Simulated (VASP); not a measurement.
# Se (P3_121) in VASP: settings compared

Aim: see how the results for Se move with the level of theory and the settings. Levels: PBE-based screened hybrid with 50 % exact exchange, LDA. Tasks: single point.

Everything below comes from runs of VASP 6.6.1. Logs are shortened: lines on timing, memory, paths and dates and some standing lists are left out, and cuts for length are marked.

### Step 1. The cell of the first run

Symmetry: P3_121, No. 152, trigonal system. The conventional cell has a = 4.366 Å, b = 4.366 Å, c = 4.954 Å, α = 90.00°, β = 90.00°, γ = 120.00°. Se (site symmetry 2) has 2 Se at 2.37 Å within 3.1 Å.

### Step 2. Single point, PBE-based screened hybrid with 50 % exact exchange

The input, POSCAR:

```
Se
1.0
    4.3662000000      0.0000000000      0.0000000000
   -2.1831000000      3.7812401180      0.0000000000
    0.0000000000      0.0000000000      4.9536000000
Se
3
Direct
    0.7746000000      0.7746000000      0.0000000000
    0.0000000000      0.2254000000      0.6666666667
    0.2254000000      0.0000000000      0.3333333333
```

The input, INCAR.step1:

```
PREC = Accurate
ENCUT = 520
EDIFF = 1E-5
ISMEAR = -1
SIGMA = 0.05
LREAL = F
LASPH = T
NELM = 60
ALGO = Normal
ISIF = 2
LWAVE = T
LCHARG = F
GGA = PE
NBANDS = 16
```

The input, INCAR.step2:

```
PREC = Accurate
ENCUT = 520
EDIFF = 1E-6
ISMEAR = -1
SIGMA = 0.05
LREAL = F
LASPH = T
NELM = 60
ALGO = Normal
ISIF = 2
LWAVE = F
LCHARG = F
GGA = PE
LHFCALC = T
AEXX = 0.5
HFSCREEN = 0.2078699
PRECFOCK = Normal
ISTART = 1
NBANDS = 16
```

The input, KPOINTS:

```
regular mesh
0
Gamma
  4 4 3
```

Potentials or basis: VASP PAW PBE potentials, release 64 (Se).

The run is started by

```bash
$ cat potpaw_PBE.64/Se/POTCAR > POTCAR
$ cp INCAR.step1 INCAR
$ mpirun -np 1 vasp_std > vasp.out
$ cp INCAR.step2 INCAR
$ mpirun -np 1 vasp_std > vasp.out
```

OUTCAR:

```text
PREC = Accurate
   ENCUT = 520
   EDIFF = 1E-6
   ISMEAR = -1
   LREAL = F
   LASPH = T
   NELM = 60
   ISIF = 2
   GGA = PE
   LHFCALC = T
   AEXX = 0.5
   HFSCREEN = 0.2078699
   PRECFOCK = Normal
   ISTART = 1

 ion  position               nearest neighbor table
   1  0.775  0.775  0.000-   2 2.37   3 2.37
   2  0.000  0.225  0.667-   1 2.37   3 2.37
   3  0.225  0.000  0.333-   1 2.37   2 2.37

  LATTYP: Found a hexagonal cell.
 ALAT       =     4.3662000000
 C/A-ratio  =     1.1345334616

  Lattice vectors:

 A1 = (   4.3662000000,   0.0000000000,   0.0000000000)
 A2 = (  -2.1831000000,   3.7812401180,   0.0000000000)
 A3 = (   0.0000000000,   0.0000000000,   4.9536000000)

Analysis of symmetry for initial positions (statically):
=====================================================================
 Subroutine PRICEL returns:
 Original cell was already a primitive cell.

 Routine SETGRP: Setting up the symmetry group for a
 hexagonal supercell.

 Subroutine GETGRP returns: Found  6 space group operations
 (whereof  2 operations were pure point group operations)
 out of a pool of 24 trial point group operations.

The static configuration has the point symmetry C_2 .
 The point group associated with its full space group is D_3 .

Analysis of symmetry for dynamics (positions and initial velocities):
=====================================================================
 Subroutine PRICEL returns:
 Original cell was already a primitive cell.

 Routine SETGRP: Setting up the symmetry group for a
 hexagonal supercell.

 Subroutine GETGRP returns: Found  6 space group operations
 (whereof  2 operations were pure point group operations)
 out of a pool of 24 trial point group operations.

The dynamic configuration has the point symmetry C_2 .
 The point group associated with its full space group is D_3 .

 Subroutine INISYM returns: Found  6 space group operations
 (whereof  2 operations are pure point group operations),
 and found     1 'primitive' translations

----------------------------------------------------------------------------------------

                                     Primitive cell

  volume of cell :      81.7822

  direct lattice vectors                    reciprocal lattice vectors
     4.366200000  0.000000000  0.000000000     0.229032110  0.132231751  0.000000000
    -2.183100000  3.781240118  0.000000000     0.000000000  0.264463501  0.000000000
     0.000000000  0.000000000  4.953600000     0.000000000  0.000000000  0.201873385

  length of vectors
     4.366200000  4.366200000  4.953600000     0.264463501  0.264463501  0.201873385

  position of ions in fractional coordinates (direct lattice)
     0.774600000  0.774600000  0.000000000
     0.000000000  0.225400000  0.666666667
     0.225400000  0.000000000  0.333333333

  ion indices of the primitive-cell ions
   primitive index   ion index
                 1           1
                 2           2
                 3           3

----------------------------------------------------------------------------------------

 KPOINTS: regular mesh

Automatic generation of k-mesh.
 Grid dimensions read from file:
 generate k-points for:    4    4    3

 Generating k-lattice:

  Cartesian coordinates                     Fractional coordinates (reciprocal lattice)
     0.057258028  0.033057938  0.000000000     0.250000000  0.000000000  0.000000000
     0.000000000  0.066115875  0.000000000     0.000000000  0.250000000  0.000000000
     0.000000000  0.000000000  0.067291128     0.000000000  0.000000000  0.333333333

  Length of vectors
     0.066115875  0.066115875  0.067291128

  Shift w.r.t. Gamma in fractional coordinates (k-lattice)
     0.000000000  0.000000000  0.000000000

 Subroutine IBZKPT returns following result:
 ===========================================

 Found      9 irreducible k-points:

 Following reciprocal coordinates:
            Coordinates               Weight
  0.000000  0.000000  0.000000      1.000000
  0.250000  0.000000  0.000000      6.000000
  0.500000  0.000000  0.000000      3.000000
  0.250000  0.250000  0.000000      6.000000
  0.000000  0.000000  0.333333      2.000000
  0.250000  0.000000  0.333333      6.000000
  0.000000  0.250000  0.333333      6.000000
  0.500000  0.000000  0.333333      6.000000
  0.250000  0.250000  0.333333     12.000000
   k-points           NKPTS =      9   k-points in BZ     NKDIM =     48   number of bands    NBANDS=     16
   number of dos      NEDOS =    301   number of ions     NIONS =      3
   total plane-waves  NPLWV =  40960
   dimension x,y,z NGX =    32 NGY =   32 NGZ =   40
   dimension x,y,z NGXF=    64 NGYF=   64 NGZF=   80
   ions per type =               3
   NGX,Y,Z   is equivalent  to a cutoff of  12.18, 12.18, 13.42 a.u.
   NGXF,Y,Z  is equivalent  to a cutoff of  24.37, 24.37, 26.85 a.u.
 SYSTEM =  unknown system
   PREC   = accura    normal or accurate (medium, high low for compatibility)
   ISTART =      1    job   : 0-new  1-cont  2-samecut
   ICHARG =      0    charge: 1-file 2-atom 10-const
   ISPIN  =      1    spin polarized calculation?
   LNONCOLLINEAR =      F non collinear calculations
   LSORBIT =      F    spin-orbit coupling
   LASPH  =      T    aspherical Exc in radial PAW
   ENCUT  =  520.0 eV  38.22 Ry    6.18 a.u.   8.12  8.12  9.21*2*pi/ulx,y,z
   NELM   =     60;   NELMIN=  2; NELMDL=  0     # of ELM steps
   EDIFF  = 0.1E-05   stopping-criterion for ELM
   LREAL  =      F    real-space projection
   EDIFFG = 0.1E-04   stopping-criterion for IOM
   NSW    =      0    number of steps for IOM
   IBRION =     -1    ionic relax: 0-MD 1-quasi-New 2-CG
   NFREE  =      0    steps in history (QN), initial steepest desc. (CG)
   ISIF   =      2    stress and relaxation
   ISYM   =      3    0-nonsym 1-usesym 2-fastsym
   POTIM  = 0.5000    time-step for ionic-motion
   TEBEG  =    0.0;   TEEND  =   0.0 temperature during run
   PSTRESS=    0.0 pullay stress
   NELECT =      18.0000    total number of electrons
   NUPDOWN=      -1.0000    fix difference up-down
   EMIN   =  10.00;   EMAX   =-10.00  energy-range for DOS
   EFERMI =   0.00;   METHOD = LEGACY
   ISMEAR =    -1;   SIGMA  =   0.05  broadening in eV -4-tet -1-fermi 0-gaus
   EFERMI_NEDOS =   21; number of points for ismear=-14 and -15
   IALGO  =     38    algorithm
   IMIX   =      1    mixing-type and parameters
     AMIX     =   0.40;   BMIX     =  1.00
     AMIX_MAG =   1.60;   BMIX_MAG =  1.00
  volume/ion in A,a.u.               =      27.26       183.96
  Fermi-wavevector in a.u.,A,eV,Ry     =   0.988430  1.867862 13.292817  0.976995
  Thomas-Fermi vector in A             =   2.119956
   LORBIT       =      0    0 simple, 1 ext, 2 COOP (PROOUT), +10 PAW based schemes
   GGA     = PE    functional components
   LHFCALC =     T    Hartree Fock is set to
   PRECFOCK=normal    Normal, Fast or Accurate (Low or Medium for compatibility)
   ENCUT4O =  -1.0   cutoff for four orbital integrals eV
   NKREDX  =     1    reduce k-point grid by
   NKREDY  =     1    reduce k-point grid by
   NKREDZ  =     1    reduce k-point grid by
   AEXX    =    0.5000 exact exchange contribution
   HFSCREEN=    0.2079 screening length (either q_TF or 0.3 A-1)
   HFSCREENC=   0.2079 screening length for correlation (either q_TF or 0.3 A-1)
   ENCUTFOCK=  -1.0 apply spherical cutoff to Coloumb kernel
   IVDW    =     0    specifies the selected vdW correction
   LEPSILON=     F    determine dielectric tensor
   LRPA    =     F    only Hartree local field effects (RPA)
 non-spin polarized calculation
  energy-cutoff  :      520.00
  volume of cell :       81.78
 maximum number of plane-waves:      2206
  NGX = 28; NGY = 28; NGZ = 28

 number of electron      18.0000001 magnetization

 Free energy of the ion-electron system (eV)
  ---------------------------------------------------
  ext. energy  EPLUGINS =         0.00000000
  ---------------------------------------------------
  free energy    TOTEN  =       -16.21034852 eV

  energy without entropy =      -16.21034852  energy(sigma->0) =      -16.21034852

 E-fermi :   2.3239     XC(G=0):  -5.9160

 val. band max:        1.1843602352   @ k =   0.2500   0.2500   0.3333
 cond. band min:       4.5420979231   @ k =   0.0000   0.0000   0.3333
 fundamental gap:      3.3577376879
 Fermi energy:         2.3239274113

 k-point     1 :       0.0000    0.0000    0.0000
  band No.  band energies     occupation
      1     -17.1516      2.00000
      2     -12.1151      2.00000
      3     -12.1151      2.00000
      4      -2.6650      2.00000
      5      -2.6448      2.00000
      6      -2.6448      2.00000
[... 8 lines left out ...]
     15       9.8520      0.00000
     16      11.9955      0.00000

 k-point     2 :       0.2500    0.0000    0.0000
  band No.  band energies     occupation
      1     -16.8815      2.00000
      2     -12.3789      2.00000
      3     -12.0842      2.00000
      4      -4.0057      2.00000
      5      -3.3070      2.00000
      6      -2.5677      2.00000
[... 8 lines left out ...]
     15      11.5666      0.00000
     16      12.5013      0.00000

 k-point     3 :       0.5000    0.0000    0.0000
  band No.  band energies     occupation
      1     -16.5554      2.00000
      2     -12.7426      2.00000
      3     -12.0514      2.00000
      4      -4.3737      2.00000
      5      -3.7221      2.00000
      6      -2.4929      2.00000
[... 8 lines left out ...]
     15      13.4434      0.00000
     16      13.4862      0.00000

 k-point     4 :       0.2500    0.2500    0.0000
  band No.  band energies     occupation
      1     -16.5609      2.00000
      2     -12.5627      2.00000
      3     -12.2443      2.00000
      4      -4.1908      2.00000
      5      -3.9988      2.00000
      6      -2.1120      2.00000
[... 8 lines left out ...]
     15      12.4586      0.00000
     16      13.0735      0.00000
[... 39 lines left out ...]
 k-point     7 :       0.0000    0.2500    0.3333
  band No.  band energies     occupation
      1     -16.2689      2.00000
      2     -14.5702      2.00000
      3     -10.2976      2.00000
      4      -4.3677      2.00000
      5      -3.5385      2.00000
      6      -2.4720      2.00000
[... 8 lines left out ...]
     15      11.1321      0.00000
     16      12.1723      0.00000

 k-point     8 :       0.5000    0.0000    0.3333
  band No.  band energies     occupation
      1     -15.9797      2.00000
      2     -14.4027      2.00000
      3     -10.9214      2.00000
      4      -4.9465      2.00000
      5      -3.9522      2.00000
      6      -2.8758      2.00000
[... 8 lines left out ...]
     15      12.8823      0.00000
     16      12.9359      0.00000

 k-point     9 :       0.2500    0.2500    0.3333
  band No.  band energies     occupation
      1     -15.9822      2.00000
      2     -14.4040      2.00000
      3     -10.8940      2.00000
      4      -4.7475      2.00000
      5      -4.2962      2.00000
      6      -3.1238      2.00000
[... 8 lines left out ...]
     15      12.0340      0.00000
     16      12.5879      0.00000

------------------------ aborting loop because EDIFF is reached ----------------------------------------

  FORCE on cell =-STRESS in cart. coord.  units (eV):
  Direction    XX          YY          ZZ          XY          YZ          ZX
  --------------------------------------------------------------------------------------
  -------------------------------------------------------------------------------------
  Total       -0.3779662     -0.3779662     -1.7958942      0.0000000      0.0000000     -0.0000000
  in kB       -7.4046528     -7.4046528    -35.1829717      0.0000000      0.0000000     -0.0000000
  external PRESSURE =     -16.6640924 kB  Pullay stress =       0.0000000 kB

 VOLUME and BASIS-vectors are now :
 -----------------------------------------------------------------------------
  energy-cutoff  :      520.00
  volume of cell :       81.78
      direct lattice vectors                 reciprocal lattice vectors
     4.366200000  0.000000000  0.000000000     0.229032110  0.132231751  0.000000000
    -2.183100000  3.781240118  0.000000000     0.000000000  0.264463501  0.000000000
     0.000000000  0.000000000  4.953600000     0.000000000  0.000000000  0.201873385

 POSITION                                       TOTAL-FORCE (eV/Angst)
 -----------------------------------------------------------------------------------
      1.69103      2.92895      0.00000         0.392139      0.679204      0.000000
     -0.49207      0.85229      3.30240         0.392139     -0.679204      0.000000
      0.98414      0.00000      1.65120        -0.784278     -0.000000     -0.000000
 -----------------------------------------------------------------------------------
    total drift:                               -0.000001     -0.000001      0.000000

  FREE ENERGIE OF THE ION-ELECTRON SYSTEM (eV)
  ---------------------------------------------------
  free  energy   TOTEN  =       -16.2103485153 eV

  energy  without entropy=      -16.2103485152  energy(sigma->0) =      -16.21034852
```

Run time: 12 min. Hardware: 1 thread of AMD EPYC 7R43 (Zen 3), shared host; peak memory 0.27 GiB.

Results:

```
Free energy            : -16.2103 eV
Pressure               : -1.7 GPa
Largest force          : 0.784 eV/Å
Band gap on the k mesh : 3.36 eV (least direct gap 3.74 eV)
```

Forces in eV/Å, atoms in the order of the input:
```
Se   0.392  0.679  0.000
Se   0.392 -0.679  0.000
Se  -0.784  0.000  0.000
```

Levels at points of the mesh, in eV from the valence-band top:
```tsv
k point	band 6	band 7	band 8	band 9	band 10	band 11	band 12	band 13
(0.00, 0.00, 0.00)	-3.83	-2.25	-2.25	-0.37	4.13	4.13	4.40	8.45
(0.50, 0.00, 0.00)	-3.68	-2.97	-1.68	-0.94	4.04	4.51	6.53	7.38
```

Caveat: the k points lie up to 0.42 Å⁻¹ apart; the PAW data sets were made with another functional, which shifts forces and pressure a little; an odd mesh through Γ misses points on the zone boundary, where band edges can lie.

### Step 3. Single point, LDA

This run uses another cell than the first one, of 23.05 Å³/atom.

The input, INCAR:

```
PREC     = Accurate       # precision mode
ENCUT    = 520            # plane-wave cutoff, eV
EDIFF    = 1E-6           # SCF threshold, eV
ISMEAR   = -1             # smearing method
SIGMA    = 0.05           # smearing width, eV
LREAL    = F              # projectors in reciprocal space
LASPH    = T              # aspherical terms in the spheres
NELM     = 80             # most SCF steps
ALGO     = Normal         # electronic algorithm
ISIF     = 2              # what is computed and relaxed
LWAVE    = F              # write WAVECAR
LCHARG   = F              # write CHGCAR
GGA      = CA             # functional
NBANDS   = 16             # bands
```

The input, KPOINTS:

```
regular mesh
0
Gamma
  7 7 6
```

The input, POSCAR:

```
Se
1.0
    3.9487457973      0.0000000000      0.0000000000
   -1.9743728987      3.4197141736      0.0000000000
    0.0000000000      0.0000000000      5.1199531133
Se
3
Direct
    0.7449412406      0.7449412406      0.0000000000
    0.0000000000      0.2550587594      0.6666666667
    0.2550587594      0.0000000000      0.3333333333
```

Potentials or basis: VASP PAW LDA potentials, release 64 (Se).

The run is started by

```bash
$ cat potpaw_LDA.64/Se/POTCAR > POTCAR
$ mpirun -np 1 vasp_std > vasp.out
```

OUTCAR:

```text
PREC = Accurate
   ENCUT = 520
   EDIFF = 1E-6
   ISMEAR = -1
   LREAL = F
   LASPH = T
   NELM = 80
   ISIF = 2
   GGA = CA

 ion  position               nearest neighbor table
   1  0.745  0.745  0.000-   3 2.44   2 2.44
   2  0.000  0.255  0.667-   1 2.44   3 2.44
   3  0.255  0.000  0.333-   1 2.44   2 2.44

  LATTYP: Found a hexagonal cell.
 ALAT       =     3.9487457973
 C/A-ratio  =     1.2966023583

  Lattice vectors:
[... 649 lines left out ...]

  FORCE on cell =-STRESS in cart. coord.  units (eV):
  Direction    XX          YY          ZZ          XY          YZ          ZX
  --------------------------------------------------------------------------------------
  -------------------------------------------------------------------------------------
  Total        0.0731810      0.0731810      0.1476484     -0.0000000      0.0000000     -0.0000000
  in kB        1.6958765      1.6958765      3.4215623     -0.0000000      0.0000000     -0.0000000
  external PRESSURE =       2.2711051 kB  Pullay stress =       0.0000000 kB

 VOLUME and BASIS-vectors are now :
 -----------------------------------------------------------------------------
  energy-cutoff  :      520.00
  volume of cell :       69.14
      direct lattice vectors                 reciprocal lattice vectors
     3.948745797  0.000000000  0.000000000     0.253244967  0.146211050  0.000000000
    -1.974372899  3.419714174  0.000000000     0.000000000  0.292422100  0.000000000
     0.000000000  0.000000000  5.119953113     0.000000000  0.000000000  0.195314289

 POSITION                                       TOTAL-FORCE (eV/Angst)
 -----------------------------------------------------------------------------------
      1.47079      2.54749      0.00000        -0.019477     -0.033735     -0.000000
     -0.50358      0.87223      3.41330        -0.019477      0.033735     -0.000000
      1.00716      0.00000      1.70665         0.038954     -0.000000      0.000000
 -----------------------------------------------------------------------------------
    total drift:                               -0.000000     -0.000000      0.000000

  FREE ENERGIE OF THE ION-ELECTRON SYSTEM (eV)
  ---------------------------------------------------
  free  energy   TOTEN  =       -12.4779949984 eV

  energy  without entropy=      -12.4779816873  energy(sigma->0) =      -12.47798834
```

OSZICAR:

```text
N       E                     dE             d eps       ncg     rms          rms(c)
DAV:   1     0.767276783053E+02    0.76728E+02   -0.72839E+03  1280   0.948E+02
DAV:   2    -0.779801073841E+01   -0.84526E+02   -0.79730E+02  1696   0.155E+02
DAV:   3    -0.125357097877E+02   -0.47377E+01   -0.47199E+01  1568   0.416E+01
DAV:   4    -0.125650165482E+02   -0.29307E-01   -0.29301E-01  1752   0.387E+00
DAV:   5    -0.125651855666E+02   -0.16902E-03   -0.16902E-03  1568   0.286E-01    0.766E+00
DAV:   6    -0.125019104962E+02    0.63275E-01   -0.28963E-02  1704   0.105E+00    0.468E+00
DAV:   7    -0.124788492498E+02    0.23061E-01   -0.56612E-02  1440   0.140E+00    0.185E-01
DAV:   8    -0.124779761920E+02    0.87306E-03   -0.80461E-03  1416   0.546E-01    0.109E-01
DAV:   9    -0.124780000592E+02   -0.23867E-04   -0.23119E-04  1848   0.990E-02    0.304E-02
DAV:  10    -0.124779946086E+02    0.54506E-05   -0.24130E-05  1576   0.313E-02    0.572E-03
DAV:  11    -0.124779949984E+02   -0.38983E-06   -0.45941E-06  1656   0.120E-02
   1 F= -.12477995E+02 E0= -.12477988E+02  d E =-.133111E-04
```

It took 13 s on 1 thread of Intel Xeon 6975P-C (Granite Rapids), shared host; peak memory 0.17 GiB.

What came out:

- Free energy: -12.4780 eV
- Pressure: 0.2 GPa
- Largest force: 0.039 eV/Å
- Band gap on the k mesh: 0.83 eV (least direct gap 1.04 eV)

Forces in eV/Å, atoms in the order of the input:
```
Se  -0.019 -0.034  0.000
Se  -0.019  0.034  0.000
Se   0.039  0.000  0.000
```

Stress tensor (GPa, compression positive):
```
0.17 0.00 0.00
0.00 0.17 0.00
0.00 0.00 0.34
```

Levels at points of the mesh, in eV from the valence-band top:
```csv
k point,band 7,band 8,band 9,band 10,band 11,band 12
"(0.00, 0.00, 0.00)",-1.89,-1.89,-0.61,1.41,1.41,2.08
"(0.00, 0.00, 0.50)",-1.43,-1.25,-1.25,0.83,0.83,0.83
```

Caveat: an odd mesh through Γ misses points on the zone boundary, where band edges can lie.
